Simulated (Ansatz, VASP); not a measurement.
**Cu3O2 in VASP and in Ansatz**

```
CELL_PARAMETERS angstrom
-1.99410 1.99410 3.87555
1.99410 -1.99410 3.87555
1.99410 1.99410 -3.87555
ATOMIC_POSITIONS crystal
Cu 0.25000 0.75000 0.50000
Cu 0.75000 0.25000 0.50000
Cu 0.00000 0.00000 0.00000
O 0.00000 0.50000 0.50000
O 0.50000 0.00000 0.50000
```

Alike in both runs: task single point; functional LDA; k mesh 14 × 14 × 14; occupations gaussian, width 0.15 eV; no spin polarisation.

|  | VASP | Ansatz |
| --- | --- | --- |
| version | VASP 6.6.1 | Ansatz 0.2.0 |
| potentials or method | VASP PAW LDA potentials, release 64 (Cu, O), cutoff 520 eV | scalar-relativistic, plane waves, PAW |
| valence electrons in the cell | 45 | 69 |

Ansatz gave:

* gap on the k mesh at the Fermi level (eV): none
* pressure (GPa): -18.0
* traceless stress, the component that is largest in VASP (GPa): -15.66

**Question.** Estimate VASP's values.

**Answer.** gap on the k mesh at the Fermi level (eV): none; pressure (GPa): -17.3; traceless stress, the component that is largest in VASP (GPa): -15.27.

Ansatz warns that its potentials were made for another functional, while VASP's fit it. LDA's correlation is that of Perdew and Zunger in VASP and of Perdew and Wang (1992) in Ansatz. A gap of «none» marks a metal or a gap that the smearing closes. VASP's potentials hold 45 valence electrons a cell and Ansatz's 69, so a difference there can come from the potentials and not from the codes.
